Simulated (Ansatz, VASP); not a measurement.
# One calculation of Sr3Ir, two programs

INCAR

```
ALGO = Fast ; EDIFF = 1E-6
EDIFFG = -0.04 ; ENCUT = 600
GGA = PE ; IBRION = 2
ISIF = 3 ; ISMEAR = 0
LASPH = True ; LCHARG = False
LREAL = False ; LWAVE = False
NELM = 60 ; NSW = 90
PREC = Accurate ; SIGMA = 0.1
```

KPOINTS

```
k-points
0
Gamma
  4 4 4
```

Contents of POSCAR:

```
Sr3Ir
1.0
    4.7718083251      0.0000000000      0.0000000000
    0.0000000000      4.7718083251      0.0000000000
    0.0000000000      0.0000000000      4.7718083251
Sr Ir
3 1
Direct
    0.0000000000      0.5000000000      0.5000000000
    0.5000000000      0.0000000000      0.5000000000
    0.5000000000      0.5000000000      0.0000000000
    0.0000000000      0.0000000000      0.0000000000
```

Input for Ansatz:

```yaml
crystal:
  lattice:
    - [4.7718083251, 0.0, 0.0]
    - [0.0, 4.7718083251, 0.0]
    - [0.0, 0.0, 4.7718083251]
  atoms:
    - { symbol: Sr, position: [0.0, 0.5, 0.5] }
    - { symbol: Sr, position: [0.5, 0.0, 0.5] }
    - { symbol: Sr, position: [0.5, 0.5, 0.0] }
    - { symbol: Ir, position: [0.0, 0.0, 0.0] }
basis:
  ecutwfc: 420
kpoints:
  mp_grid: { grid: [4, 4, 4] }
hamiltonian:
  xc: pbe
scf:
  occupations: { method: gaussian, width: 0.1 }
  lower_state_search: "off"
output:
  forces: true
  stress: true
  eigenvalues: true
relax:
  adjacent_minimum: "off"
  f_tol: 0.04
  max_steps: 70
  cell: { stress_tol: 0.4 }
```

Alike in both runs: task relaxation of cell and atoms; functional PBE; k mesh 4 × 4 × 4; occupations gaussian, width 0.1 eV; no spin polarisation.

|  | VASP | Ansatz |
| --- | --- | --- |
| version | VASP 6.6.1 | Ansatz 0.2.0 |
| potentials or method | VASP PAW PBE potentials, release 64 (Sr_sv, Ir), cutoff 600 eV | scalar-relativistic, plane waves, PAW |
| valence electrons in the cell | 39 | 47 |

|  | VASP | Ansatz | Ansatz less VASP |
| --- | --- | --- | --- |
| gap on the k mesh at the Fermi level, each at its own relaxed structure (eV) | none | none | - |
| relaxed volume (Å³/atom) | 31.80 | 31.51 | -0.295 |
| relaxed cell length with the largest relative difference (Å) | 5.029 | 5.014 | -0.0156 |

A gap of «none» marks a metal or a gap that the smearing closes. VASP's potentials hold 39 valence electrons a cell and Ansatz's 47, so a difference there can come from the potentials and not from the codes.

Neither program's run includes spin-orbit coupling. Noted on VASP's run: the volume moved by over 15 % at a fixed basis, so the end points are rough.
